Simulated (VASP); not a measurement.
Cu:

```
CELL_PARAMETERS angstrom
0.00000 1.80750 1.80750
1.80750 0.00000 1.80750
1.80750 1.80750 0.00000
ATOMIC_POSITIONS crystal
Cu 0.00000 0.00000 0.00000
```

- Program: VASP 6.6.1
- Task: relaxation of volume and atoms at fixed shape
- Functional: LDA
- Potentials or basis: VASP PAW LDA potentials, release 64 (Cu_sv_GW)
- Cutoff: 820 eV
- k mesh: 12 × 12 × 12
- Occupations: fermi-dirac, width 0.1 eV
- Spin: no spin polarisation

At the start: pressure -13.4 GPa; volume 11.81 Å³/atom.

**Question.** How do energy, volume and symmetry change on relaxing?

**Answer.** Over 3 steps the energy falls by 42.0 meV/atom and the volume is 10.89 Å³/atom (-7.8 %); space group Fm-3m (No. 225, to 0.1 Å) before and after.

Step by step:
```
step  energy change (eV)  largest force (eV/Å)  pressure (GPa)  volume (Å³)
   1              0.0000                0.0000          -13.43        11.81
   2             -0.0115                0.0000           15.06        10.20
   3             -0.0420                0.0000           -0.13        10.89
```

Final structure:
```yaml
crystal:
  lattice:
    - [0.00000, 1.75943, 1.75943]
    - [1.75943, 0.00000, 1.75943]
    - [1.75943, 1.75943, 0.00000]
  atoms:
    - { symbol: Cu, position: [0.00000, 0.00000, 0.00000] }
```
